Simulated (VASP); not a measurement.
Wanted: the native input for a VASP 6.6.1 run.

```
Task                   : single point
Functional             : LDA
Potentials or basis    : VASP PAW LDA potentials, release 64 (Cu, As)
Cutoff                 : 520 eV
k mesh                 : 12 × 12 × 8
Occupations            : gaussian, width 0.15 eV
Spin                   : no spin polarisation
Dipole correction      : no
Further INCAR settings : ALGO = Normal; EDIFF = 1e-07; NBANDS = 24
```

The structure of CuAs lies in POSCAR:

```
CuAs
1.0
    3.5151000000      0.0000000000      0.0000000000
   -1.7575500000      3.0441658968      0.0000000000
    0.0000000000      0.0000000000      4.7285000000
Cu As
2 2
Direct
    0.0000000000      0.0000000000      0.5000000000
    0.0000000000      0.0000000000      0.0000000000
    0.6666666667      0.3333333333      0.7500000000
    0.3333333333      0.6666666667      0.2500000000
```

One way to write it, as run:

INCAR

```
ALGO = Normal
EDIFF = 1E-7
ENCUT = 520
ISIF = 2
ISMEAR = 0
LASPH = T
LCHARG = F
LREAL = F
LWAVE = F
NBANDS = 24
NELM = 60
PREC = Accurate
SIGMA = 0.15
```

KPOINTS

```
k-points
0
Gamma
  12 12 8
```

Potentials or basis: VASP PAW LDA potentials, release 64 (Cu, As).

Launch:

```sh
$ cat potpaw_LDA.64/Cu/POTCAR potpaw_LDA.64/As/POTCAR > POTCAR
$ mpirun -np 1 vasp_std > vasp.out
```

It gave:

```
Pressure               : 34.2 GPa
Band gap on the k mesh : zero (band 16 reaches 11.51 eV, above the bottom of band 17 at 8.75 eV)
```

Run time: 77 s on 1 thread of AMD EPYC 9R45 96-Core Processor (Zen 5), with other jobs on the host, peak memory 0.19 GiB.
